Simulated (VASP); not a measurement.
Wanted: the native input for a VASP 6.6.1 run.

```yaml
Task: single point
Functional: LDA
Potentials_or_basis: VASP PAW LDA potentials, release 64 (Co_sv, O_h)
Cutoff: 1340 eV
k_mesh: 8 × 8 × 8
Occupations: gaussian, width 0.05 eV
Spin: collinear spin, ferromagnetic start
Starting_moments: "[1.5, 0.0] μB"
Fixed_moment: 1.5 μB
Hubbard_terms: Co d U = 4.0 eV
Dipole_correction: no
Further_INCAR_settings: ALGO = Normal; EDIFF = 1e-06; NBANDS = 22
```

The structure of CoO lies in POSCAR:

```
CoO
1.0
    0.0000000000      2.1315016600      2.1315016600
    2.1315016600      0.0000000000      2.1315016600
    2.1315016600      2.1315016600      0.0000000000
Co O
1 1
Direct
    0.0000000000      0.0000000000      0.0000000000
    0.5000000000      0.5000000000      0.5000000000
```

The input as run:

INCAR

```
  PREC = Accurate
  ENCUT = 1340
  EDIFF = 1E-6
  ISMEAR = 0
  SIGMA = 0.05
  LREAL = False
  LASPH = True
  NELM = 200
  ALGO = Normal
  ISIF = 2
  LWAVE = False
  LCHARG = False
  ISPIN = 2
  MAGMOM = 1.5 0
  LORBIT = 11
  NUPDOWN = 1.5
  LMAXMIX = 4
  LDAU = True
  LDAUTYPE = 2
  LDAUL = 2 -1
  LDAUU = 4 0
  LDAUJ = 0 0
  LDAUPRINT = 1
  GGA = CA
  NBANDS = 22
  GGA_COMPAT = False
```

KPOINTS

```
Automatic mesh
0
Gamma
  8 8 8
```

Potentials or basis: VASP PAW LDA potentials, release 64 (Co_sv, O_h).

The run is started by

```bash
$ cat potpaw_LDA.64/Co_sv/POTCAR potpaw_LDA.64/O_h/POTCAR > POTCAR
$ mpirun -np 1 vasp_std > vasp.out
```

Results of the run:

```yaml
Pressure: -26.2 GPa
Net_moment: 1.50 μB per cell
Site_moments: Co +1.57; O -0.08 μB
Valence_electrons_inside_the_program's_atomic_spheres: Co 15.02; O 3.30
```

Caveat: the cell stands under tension; the total moment is fixed, so each spin has its own Fermi level and the state may be an excited one; a cell with one magnetic atom can't hold antiferromagnetic order, which such compounds often take.

Run time: 70 s on 1 thread of Intel(R) Xeon(R) Platinum 8488C (Sapphire Rapids), on a shared host, peak memory 0.22 GiB.
